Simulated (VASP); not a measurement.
# Si3B4 (C2/m) in VASP: single point with PBE

Aim: the single point of Si3B4 with PBE.

Program: VASP 6.6.1. These are calculated values, not measurements. Logs are shortened: lines on timing, memory, paths and dates and some standing lists are left out, and cuts for length are marked.

## Step 1: The cell of the first run

It takes space group C2/m (No. 12, monoclinic). The conventional cell has a = 8.604 Å, b = 3.200 Å, c = 5.587 Å, α = 90.00°, β = 102.80°, γ = 90.00°. Within 2.6 Å of Si (site symmetry m) lie 4 B at 1.97 to 2.24 Å and 2 Si at 2.44 Å. Si (site symmetry 2/m) has 8 B at 2.15 to 2.56 Å within 2.8 Å. B (site symmetry m) has 1 B at 1.80 Å and 4 Si at 2.03 to 2.24 Å within 2.4 Å. Within 2.3 Å of B (site symmetry m) lie 2 B at 1.72 Å and 1 Si at 1.97 Å.

## Step 2: Single point, PBE

INCAR reads:

```
PREC     = Accurate       # precision mode
ENCUT    = 520            # plane-wave cutoff, eV
EDIFF    = 1E-6           # SCF threshold, eV
ISMEAR   = 0              # smearing method
SIGMA    = 0.1            # smearing width, eV
LREAL    = F              # projectors in reciprocal space
LASPH    = T              # aspherical terms in the spheres
NELM     = 60             # most SCF steps
ALGO     = Normal         # electronic algorithm
ISIF     = 2              # what is computed and relaxed
LWAVE    = F              # write WAVECAR
LCHARG   = F              # write CHGCAR
GGA      = PE             # functional
NBANDS   = 21             # bands
```

KPOINTS reads:

```
regular mesh
0
Gamma
  10 10 6
```

POSCAR reads:

```
Si3B4
1.0
    4.3017639490     -1.5999003114      0.0013357095
    4.3017639490      1.5999003114      0.0013357095
   -1.2396392963      0.0000000000      5.4475120694
Si B
3 4
Direct
    0.8284871647      0.8284871647      0.9107707952
    0.1715128353      0.1715128353      0.0892292048
    0.5000000000      0.5000000000      0.5000000000
    0.5654307154      0.5654307154      0.8945758498
    0.4345692846      0.4345692846      0.1054241502
    0.2226099092      0.2226099092      0.4503996036
    0.7773900908      0.7773900908      0.5496003964
```

Potentials or basis: VASP PAW PBE potentials, release 64 (Si, B).

Launch:

```console
> cat potpaw_PBE.64/Si/POTCAR potpaw_PBE.64/B/POTCAR > POTCAR
> mpirun -np 1 vasp_std > vasp.out
```

OUTCAR:

```text
PREC = Accurate
   ENCUT = 520
   EDIFF = 1E-6
   ISMEAR = 0
   LREAL = F
   LASPH = T
   NELM = 60
   ISIF = 2
   GGA = PE

 ion  position               nearest neighbor table
   1  0.828  0.828  0.911-   7 1.97   5 2.03   5 2.03   4 2.24   2 2.44   2 2.44   4 2.61   4 2.61
                             2 2.90
   2  0.172  0.172  0.089-   6 1.97   4 2.03   4 2.03   5 2.24   1 2.44   1 2.44   5 2.61   5 2.61
                             1 2.90
   3  0.500  0.500  0.500-   4 2.15   5 2.15   6 2.34   7 2.34   6 2.56   6 2.56   7 2.56   7 2.56

   4  0.565  0.565  0.895-   5 1.80   2 2.03   2 2.03   3 2.15   1 2.24   1 2.61   1 2.61
   5  0.435  0.435  0.105-   4 1.80   1 2.03   1 2.03   3 2.15   2 2.24   2 2.61   2 2.61
   6  0.223  0.223  0.450-   7 1.72   7 1.72   2 1.97   3 2.34   3 2.56   3 2.56
   7  0.777  0.777  0.550-   6 1.72   6 1.72   1 1.97   3 2.34   3 2.56   3 2.56

  LATTYP: Found a base centered monoclinic cell.
 ALAT       =     8.6035283127
 B/A-ratio  =     0.3719172538
 C/A-ratio  =     0.6493589881
 COS(beta)  =    -0.2215852629

  Lattice vectors:

 A1 = (   4.3017639490,  -1.5999003114,   0.0013357095)
 A2 = (   4.3017639490,   1.5999003114,   0.0013357095)
 A3 = (  -1.2396392963,   0.0000000000,   5.4475120694)

Analysis of symmetry for initial positions (statically):
=====================================================================
 Subroutine PRICEL returns:
 Original cell was already a primitive cell.

 Routine SETGRP: Setting up the symmetry group for a
 base centered monoclinic supercell.

 Subroutine GETGRP returns: Found  4 space group operations
 (whereof  4 operations were pure point group operations)
 out of a pool of  4 trial point group operations.

The static configuration has the point symmetry C_2h.

Analysis of symmetry for dynamics (positions and initial velocities):
=====================================================================
 Subroutine PRICEL returns:
 Original cell was already a primitive cell.

 Routine SETGRP: Setting up the symmetry group for a
 base centered monoclinic supercell.

 Subroutine GETGRP returns: Found  4 space group operations
 (whereof  4 operations were pure point group operations)
 out of a pool of  4 trial point group operations.

The dynamic configuration has the point symmetry C_2h.

 Subroutine INISYM returns: Found  4 space group operations
 (whereof  4 operations are pure point group operations),
 and found     1 'primitive' translations

----------------------------------------------------------------------------------------

                                     Primitive cell

  volume of cell :      74.9891

  direct lattice vectors                    reciprocal lattice vectors
     4.301763949 -1.599900311  0.001335709     0.116223177 -0.312519472  0.026447820
     4.301763949  1.599900311  0.001335709     0.116223177  0.312519472  0.026447820
    -1.239639296  0.000000000  5.447512069    -0.000056995  0.000000000  0.183557069

  length of vectors
     4.589646595  4.589646595  5.586778439     0.334478302  0.334478302  0.183557077

  position of ions in fractional coordinates (direct lattice)
     0.828487165  0.828487165  0.910770795
     0.171512835  0.171512835  0.089229205
     0.500000000  0.500000000  0.500000000
     0.565430715  0.565430715  0.894575850
     0.434569285  0.434569285  0.105424150
     0.222609909  0.222609909  0.450399604
     0.777390091  0.777390091  0.549600396

  ion indices of the primitive-cell ions
   primitive index   ion index
                 1           1
                 2           2
                 3           3
                 4           4
                 5           5
                 6           6
                 7           7

----------------------------------------------------------------------------------------

 KPOINTS: regular mesh

Automatic generation of k-mesh.
 Grid dimensions read from file:
 generate k-points for:   10   10    6

 Generating k-lattice:

  Cartesian coordinates                     Fractional coordinates (reciprocal lattice)
     0.011622318 -0.031251947  0.002644782     0.100000000  0.000000000  0.000000000
     0.011622318  0.031251947  0.002644782     0.000000000  0.100000000  0.000000000
    -0.000009499  0.000000000  0.030592845     0.000000000  0.000000000  0.166666667

  Length of vectors
     0.033447830  0.033447830  0.030592846

  Shift w.r.t. Gamma in fractional coordinates (k-lattice)
     0.000000000  0.000000000  0.000000000

 Subroutine IBZKPT returns following result:
 ===========================================

 Found    172 irreducible k-points:

 Following reciprocal coordinates:
            Coordinates               Weight
  0.000000  0.000000  0.000000      1.000000
  0.100000 -0.000000 -0.000000      4.000000
  0.200000 -0.000000 -0.000000      4.000000
  0.300000 -0.000000  0.000000      4.000000
  0.400000 -0.000000  0.000000      4.000000
  0.500000 -0.000000  0.000000      2.000000
[... 16 lines left out ...]
  0.300000  0.300000  0.000000      2.000000
  0.400000  0.300000  0.000000      4.000000
 [... further k-points ...]
   k-points           NKPTS =    172   k-points in BZ     NKDIM =    172   number of bands    NBANDS=     21
   number of dos      NEDOS =    301   number of ions     NIONS =      7
   total plane-waves  NPLWV =  54432
   dimension x,y,z NGX =    36 NGY =   36 NGZ =   42
   dimension x,y,z NGXF=    72 NGYF=   72 NGZF=   84
   ions per type =               3   4
   NGX,Y,Z   is equivalent  to a cutoff of  13.04, 13.04, 12.50 a.u.
   NGXF,Y,Z  is equivalent  to a cutoff of  26.08, 26.08, 25.00 a.u.
 SYSTEM =  unknown system
   PREC   = accura    normal or accurate (medium, high low for compatibility)
   ISTART =      0    job   : 0-new  1-cont  2-samecut
   ICHARG =      2    charge: 1-file 2-atom 10-const
   ISPIN  =      1    spin polarized calculation?
   LNONCOLLINEAR =      F non collinear calculations
   LSORBIT =      F    spin-orbit coupling
   LASPH  =      T    aspherical Exc in radial PAW
   ENCUT  =  520.0 eV  38.22 Ry    6.18 a.u.   8.53  8.53 10.39*2*pi/ulx,y,z
   NELM   =     60;   NELMIN=  2; NELMDL= -5     # of ELM steps
   EDIFF  = 0.1E-05   stopping-criterion for ELM
   LREAL  =      F    real-space projection
   EDIFFG = 0.1E-04   stopping-criterion for IOM
   NSW    =      0    number of steps for IOM
   IBRION =     -1    ionic relax: 0-MD 1-quasi-New 2-CG
   NFREE  =      0    steps in history (QN), initial steepest desc. (CG)
   ISIF   =      2    stress and relaxation
   ISYM   =      2    0-nonsym 1-usesym 2-fastsym
   POTIM  = 0.5000    time-step for ionic-motion
   TEBEG  =    0.0;   TEEND  =   0.0 temperature during run
   PSTRESS=    0.0 pullay stress
   NELECT =      24.0000    total number of electrons
   NUPDOWN=      -1.0000    fix difference up-down
   EMIN   =  10.00;   EMAX   =-10.00  energy-range for DOS
   EFERMI =   0.00;   METHOD = LEGACY
   ISMEAR =     0;   SIGMA  =   0.10  broadening in eV -4-tet -1-fermi 0-gaus
   EFERMI_NEDOS =   21; number of points for ismear=-14 and -15
   IALGO  =     38    algorithm
   IMIX   =      4    mixing-type and parameters
     AMIX     =   0.40;   BMIX     =  1.00
     AMIX_MAG =   1.60;   BMIX_MAG =  1.00
  volume/ion in A,a.u.               =      10.71        72.29
  Fermi-wavevector in a.u.,A,eV,Ry     =   1.119814  2.116141 17.061471  1.253983
  Thomas-Fermi vector in A             =   2.256456
   LORBIT       =      0    0 simple, 1 ext, 2 COOP (PROOUT), +10 PAW based schemes
   GGA     = PE    functional components
   LHFCALC =     F    Hartree Fock is set to
   AEXX    =    0.0000 exact exchange contribution
   IVDW    =     0    specifies the selected vdW correction
   LEPSILON=     F    determine dielectric tensor
   LRPA    =     F    only Hartree local field effects (RPA)
 non-spin polarized calculation
 Gauss-broadening in eV      SIGMA  =   0.10
  energy-cutoff  :      520.00
  volume of cell :       74.99
 maximum number of plane-waves:      2039
 NGX is ok and might be reduce to    36
   NGX = 17   NGY = 17   NGZ = 21

 number of electron      24.0000000 magnetization

 Free energy of the ion-electron system (eV)
  ---------------------------------------------------
  ext. energy  EPLUGINS =         0.00000000
  ---------------------------------------------------
  free energy    TOTEN  =       -40.15033866 eV

  energy without entropy =      -40.14406114  energy(sigma->0) =      -40.14719990

 E-fermi :   7.8384     XC(G=0): -11.1671

 val. band max:        7.8342702713   @ k =  -0.3000  -0.3000   0.1667
 cond. band min:       7.8593962904   @ k =   0.5000   0.5000   0.3333
 fundamental gap:      0.0251260191
 Fermi energy:         7.8384286486

 k-point     1 :       0.0000    0.0000    0.0000
  band No.  band energies     occupation
      1      -6.7494      2.00000
      2      -2.9933      2.00000
      3      -0.9683      2.00000
      4       0.5925      2.00000
      5       0.6103      2.00000
      6       2.6309      2.00000
[... 13 lines left out ...]
     20      14.3827      0.00000
     21      14.4425      0.00000

 k-point     2 :       0.1000   -0.0000   -0.0000
  band No.  band energies     occupation
      1      -6.6026      2.00000
      2      -2.8685      2.00000
      3      -0.8405      2.00000
      4       0.0456      2.00000
      5       1.3985      2.00000
      6       2.3042      2.00000
[... 13 lines left out ...]
     20      13.9765      0.00000
     21      14.5757      0.00000
[... 487 lines left out ...]
      5       0.1524      2.00000
      6       3.4286      2.00000
[... 13 lines left out ...]
     20      13.7927      0.00000
     21      15.2464      0.00000

 k-point    24 :       0.4000    0.3000    0.0000
  band No.  band energies     occupation
      1      -5.7302      2.00000
      2      -3.4582      2.00000
      3      -2.2790      2.00000
      4      -0.5844      2.00000
      5       0.4243      2.00000
      6       2.8827      2.00000
[... 13 lines left out ...]
     20      13.8107      0.00000
     21      14.4768      0.00000

 [... further k-points ...]

------------------------ aborting loop because EDIFF is reached ----------------------------------------

  FORCE on cell =-STRESS in cart. coord.  units (eV):
  Direction    XX          YY          ZZ          XY          YZ          ZX
  --------------------------------------------------------------------------------------
  -------------------------------------------------------------------------------------
  Total       -0.0251711     -0.0117595     -0.0138281      0.0000000      0.0000000     -0.0007402
  in kB       -0.5377919     -0.2512466     -0.2954443      0.0000000      0.0000000     -0.0158156
  external PRESSURE =      -0.3614943 kB  Pullay stress =       0.0000000 kB

 VOLUME and BASIS-vectors are now :
 -----------------------------------------------------------------------------
  energy-cutoff  :      520.00
  volume of cell :       74.99
      direct lattice vectors                 reciprocal lattice vectors
     4.301763949 -1.599900311  0.001335709     0.116223177 -0.312519472  0.026447820
     4.301763949  1.599900311  0.001335709     0.116223177  0.312519472  0.026447820
    -1.239639296  0.000000000  5.447512069    -0.000056995  0.000000000  0.183557069

 POSITION                                       TOTAL-FORCE (eV/Angst)
 -----------------------------------------------------------------------------------
      5.99889      0.00000      4.96365        -0.013480      0.000000      0.011394
      1.36500      0.00000      0.48654         0.013480      0.000000     -0.011394
      3.68194      0.00000      2.72509        -0.000000      0.000000     -0.000000
      3.75575      0.00000      4.87472         0.006590      0.000000      0.000660
      3.60814      0.00000      0.57546        -0.006590      0.000000     -0.000660
      1.35690      0.00000      2.45415        -0.001337      0.000000      0.001298
      6.00699      0.00000      2.99603         0.001337      0.000000     -0.001298
 -----------------------------------------------------------------------------------
    total drift:                               -0.000000      0.000000      0.000000

  FREE ENERGIE OF THE ION-ELECTRON SYSTEM (eV)
  ---------------------------------------------------
  free  energy   TOTEN  =       -40.1503386642 eV

  energy  without entropy=      -40.1440611411  energy(sigma->0) =      -40.14719990
```

Wall time 3.7 min (1 thread of Intel Xeon Platinum 8259CL at 2.50GHz (Skylake/Cascade Lake), shared host); peak memory 0.36 GiB.

Results:

```yaml
Free_energy: -40.1503 eV
Pressure: 0.0 GPa
Largest_force: 0.018 eV/Å
Band_gap_on_the_k_mesh: zero (band 12 reaches 9.48 eV, above the bottom of band 13 at 5.69 eV)
```

Forces in eV/Å, atoms in the order of the input:
```
Si  -0.013  0.000  0.011
Si   0.013  0.000 -0.011
Si   0.000  0.000  0.000
B    0.007  0.000  0.001
B   -0.007  0.000 -0.001
B   -0.001  0.000  0.001
B    0.001  0.000 -0.001
```

Levels at points of the mesh, in eV from the Fermi level:
| k point | band 9 | band 10 | band 11 | band 12 | band 13 | band 14 | band 15 | band 16 |
| --- | --- | --- | --- | --- | --- | --- | --- | --- |
| (0.00, 0.00, 0.00) | -1.96 | -1.75 | -0.52 | -0.10 | 1.85 | 2.95 | 2.96 | 3.76 |
| (0.50, 0.00, 0.00) | -4.28 | -3.47 | -2.22 | -1.45 | 0.84 | 1.58 | 2.24 | 2.50 |
| (0.50, 0.50, 0.00) | -0.75 | 0.37 | 0.69 | 1.13 | 2.21 | 2.31 | 3.99 | 4.10 |
| (0.00, 0.00, 0.50) | -2.71 | -2.27 | -1.50 | -0.95 | 1.41 | 1.93 | 2.75 | 3.10 |
| (0.50, 0.00, 0.50) | -3.17 | -2.21 | -1.72 | -0.89 | -0.34 | 0.92 | 2.55 | 2.73 |
| (0.50, 0.50, 0.50) | -1.52 | -1.20 | -0.11 | 1.57 | 1.77 | 2.03 | 3.38 | 4.50 |
